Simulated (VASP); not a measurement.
A run of VASP 6.6.1 is set up as follows.

File INCAR:

```
  PREC = Accurate
  ENCUT = 600
  EDIFF = 1E-6
  ISMEAR = 0
  SIGMA = 0.01
  LREAL = F
  LASPH = T
  NELM = 120
  ALGO = Normal
  ISIF = 2
  LWAVE = F
  LCHARG = F
  GGA = PE
  NBANDS = 15
  GGA_COMPAT = F
```

Contents of KPOINTS:

```
Automatic mesh
0
Gamma
  6 6 6
```

File POSCAR:

```
KF
1.0
    0.0000000000      2.6718500000      2.6718500000
    2.6718500000      0.0000000000      2.6718500000
    2.6718500000      2.6718500000      0.0000000000
K F
1 1
Direct
    0.0000000000      0.0000000000      0.0000000000
    0.5000000000      0.5000000000      0.5000000000
```

Potentials or basis: VASP PAW PBE potentials, release 64 (K_sv, F).

Command:

```bash
$ cat potpaw_PBE.64/K_sv/POTCAR potpaw_PBE.64/F/POTCAR > POTCAR
$ mpirun -np 1 vasp_std > vasp.out
```

(1) Predict the pressure.

(2) What does it give for the band gap on the k mesh?

Results:

(1) 1.4 GPa.

(2) 6.17 eV, direct.
